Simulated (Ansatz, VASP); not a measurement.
This is a calculation of Ti for VASP 6.6.1.

Contents of INCAR:

```
SYSTEM = Ti
ALGO = Normal
EDIFF = 1E-7
EDIFFG = -0.01
ENCUT = 600
GGA = PS
IBRION = 2
ISIF = 3
ISMEAR = -1
IVDW = 12
LASPH = .TRUE.
LCHARG = .FALSE.
LREAL = .FALSE.
LWAVE = .FALSE.
NELM = 80
NSW = 60
PREC = Accurate
SIGMA = 0.05
```

The input KPOINTS:

```
k-points
0
G
  10 10 6
  0 0 0
```

The input POSCAR:

```
Ti
1.0
    2.9500000000      0.0000000000      0.0000000000
   -1.4750000000      2.5547749412      0.0000000000
    0.0000000000      0.0000000000      4.6800000000
Ti
2
Direct
    0.6666666667      0.3333333333      0.7500000000
    0.3333333333      0.6666666667      0.2500000000
```

Potentials or basis: VASP PAW PBE potentials, release 64 (Ti_sv).

Run with:

```console
$ cat potpaw_PBE.64/Ti_sv/POTCAR > POTCAR
$ mpirun -np 1 vasp_std > vasp.out
```

Problem. Translate it to Ansatz 0.2.0. Potentials there: Ansatz PAW.

Solution. As run (the cutoff follows the program's own potentials):

input.yaml

```yaml
crystal:
  lattice:
    - [2.95, 0.0, 0.0]
    - [-1.475, 2.5547749412, 0.0]
    - [0.0, 0.0, 4.68]
  atoms:
    - { symbol: Ti, position: [0.6666666667, 0.3333333333, 0.75] }
    - { symbol: Ti, position: [0.3333333333, 0.6666666667, 0.25] }
hamiltonian:
  xc: pbesol
  pseudopotentials: { kind: paw }
  dispersion: d3bj
kpoints:
  mp_grid: { grid: [10, 10, 6] }
scf:
  occupations: { method: fermi_dirac, width: 0.05 }
output:
  forces: true
  stress: true
  eigenvalues: true
relax:
  f_tol: 0.01
  max_steps: 40
  cell: { stress_tol: 0.05 }
```

Potentials or basis: Ansatz PAW.

Command:

```console
$ ansatz run input.yaml --threads 2 --pin off --max-ram 5632MiB --backend cpu --events-out ev --progress --plain --runs-dir out
```

Both were run:

|  | VASP | Ansatz | Ansatz less VASP |
| --- | --- | --- | --- |
| gap on the k mesh at the Fermi level, each at its own relaxed structure (eV) | none | none | - |
| relaxed volume (Å³/atom) | 15.83 | 15.88 | +0.051 |
| relaxed length of the cell vector where the two differ most in proportion (Å) | 2.850 | 2.854 | +0.0034 |

VASP's potentials were made for PBE, not for PBEsol. A gap of «none» marks a metal or a gap that the smearing closes.

Noted on Ansatz's run: the plane-wave basis is chosen anew once the cell has moved, so the energies of steps on either side of that aren't comparable.
